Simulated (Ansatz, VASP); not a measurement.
**Mo: VASP beside Ansatz**

POSCAR

```
Mo
1.0
   -1.5593234177      1.5593234177      1.5593234177
    1.5593234177     -1.5593234177      1.5593234177
    1.5593234177      1.5593234177     -1.5593234177
Mo
1
Direct
    0.0000000000      0.0000000000      0.0000000000
```

Contents of INCAR.step1:

```
PREC     = Accurate       # precision mode
ENCUT    = 520            # plane-wave cutoff, eV
ISMEAR   = 0              # smearing method
SIGMA    = 0.1            # smearing width, eV
LREAL    = F              # projectors in reciprocal space
LASPH    = T              # aspherical terms in the spheres
NELM     = 80             # most SCF steps
NBANDS   = 13             # bands
GGA      = PE             # functional
ALGO     = Normal         # electronic algorithm
EDIFF    = 1E-4           # SCF threshold, eV
LWAVE    = T              # write WAVECAR
LCHARG   = F              # write CHGCAR
```

File INCAR.step2:

```
PREC     = Accurate       # precision mode
ENCUT    = 520            # plane-wave cutoff, eV
EDIFF    = 1E-6           # SCF threshold, eV
ISMEAR   = 0              # smearing method
SIGMA    = 0.1            # smearing width, eV
LREAL    = F              # projectors in reciprocal space
LASPH    = T              # aspherical terms in the spheres
NELM     = 80             # most SCF steps
ALGO     = Normal         # electronic algorithm
ISIF     = 2              # what is computed and relaxed
LWAVE    = F              # write WAVECAR
LCHARG   = F              # write CHGCAR
METAGGA  = R2SCAN         # meta-GGA
LMIXTAU  = T            
NBANDS   = 13             # bands
ISTART   = 1
```

The input KPOINTS:

```
Automatic mesh
0
Gamma
  18 18 18
```

Input for Ansatz:

```yaml
crystal:
  lattice:
    - [-1.5593234177, 1.5593234177, 1.5593234177]
    - [1.5593234177, -1.5593234177, 1.5593234177]
    - [1.5593234177, 1.5593234177, -1.5593234177]
  atoms:
    - { symbol: Mo, position: [0.0, 0.0, 0.0] }
basis:
  ecutwfc: 500
kpoints:
  mp_grid: { grid: [18, 18, 18] }
hamiltonian:
  xc: r2scan
scf:
  occupations: { method: gaussian, width: 0.1 }
output:
  forces: true
  stress: true
  eigenvalues: true
```

Alike in both runs: task single point; functional r2SCAN; k mesh 18 × 18 × 18; occupations gaussian, width 0.1 eV; no spin polarisation.

```csv
,VASP,Ansatz
version,VASP 6.6.1,Ansatz 0.2.0
potentials or method,"VASP PAW PBE potentials, release 64 (Mo_sv), cutoff 520 eV","scalar-relativistic, plane waves, PAW"
valence electrons in the cell,14,14
```

|  | VASP | Ansatz | Ansatz less VASP |
| --- | --- | --- | --- |
| gap on the k mesh at the Fermi level (eV) | none | none | - |
| pressure (GPa) | 10.1 | 8.8 | -1.30 |

VASP's potentials were made for PBE, not for r2SCAN. A gap of «none» marks a metal or a gap that the smearing closes.
